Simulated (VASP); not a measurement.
Crystal: GdN.

```xyz
2
Lattice="0.0000 2.4866 2.4866 2.4866 0.0000 2.4866 2.4866 2.4866 0.0000" Properties=species:S:1:pos:R:3 pbc="T T T"
Gd    2.4866    2.4866    2.4866
N     0.0000    0.0000    0.0000
```

Base run:

| Quantity | Value |
| --- | --- |
| Program | VASP 6.6.1 |
| Functional | r2SCAN |
| Potentials or basis | VASP PAW PBE potentials, release 64 (Gd, N) |
| Cutoff | 520 eV |
| k mesh | 12 × 12 × 12 |
| Occupations | gaussian, width 0.05 eV |
| Spin | collinear spin, ferromagnetic start |
| Starting moments | [7.0, 0.0] μB |

Its results: band gap on the k mesh zero (filled and empty bands overlap); pressure 0.0 GPa; net moment 7.00 μB per cell; site moments Gd +6.79; N -0.12 μB.

Q: The run is repeated on the same cell with these changes: dispersion from none to D3(BJ). What comes out?

A: Band gap on the k mesh zero (filled and empty bands overlap); pressure -1.9 GPa; net moment 7.00 μB per cell; site moments Gd +6.79; N -0.12 μB.

Dispersion adds attraction, which lowers the pressure at fixed volume and, as a term added to the energy, leaves the levels alone.

Caveats: the PAW data sets were made with another functional, which shifts forces and pressure a little; spin-orbit coupling is left out, which moves the levels of the heavy elements; a cell with one magnetic atom can't hold antiferromagnetic order, which such compounds often take; semilocal functionals describe open f shells poorly, which spoils levels, moments and volumes; three body term missing (at least some runs).
